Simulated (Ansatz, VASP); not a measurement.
One calculation of GaP, two programs

```
Ga P
1.0
     0.00000    2.67969    2.82668
     2.82668    0.00000    2.82668
     2.82668    2.67969    0.00000
Ga P
1 1
Direct
  0.00000 0.00000 0.00000
  0.75000 0.75000 0.75000
```

Alike in both runs: task single point; functional PBE; k mesh 10 × 10 × 10; occupations gaussian, width 0.05 eV; no spin polarisation.

|  | VASP | Ansatz |
| --- | --- | --- |
| version | VASP 6.6.1 | Ansatz 0.2.0 |
| potentials or method | VASP PAW PBE potentials, release 64 (Ga_d, P), cutoff 520 eV | scalar-relativistic, plane waves, PAW |
| valence electrons in the cell | 18 | 18 |

|  | VASP | Ansatz | Ansatz less VASP |
| --- | --- | --- | --- |
| gap on the k mesh at the Fermi level (eV) | 1.17 | 1.17 | +0.003 |
| least direct gap on the mesh (eV) | 1.17 | 1.17 | +0.003 |
| pressure (GPa) | -1.9 | -1.9 | 0.00 |
| traceless stress, the component that is largest in VASP (GPa) | 2.34 | 2.34 | 0.000 |
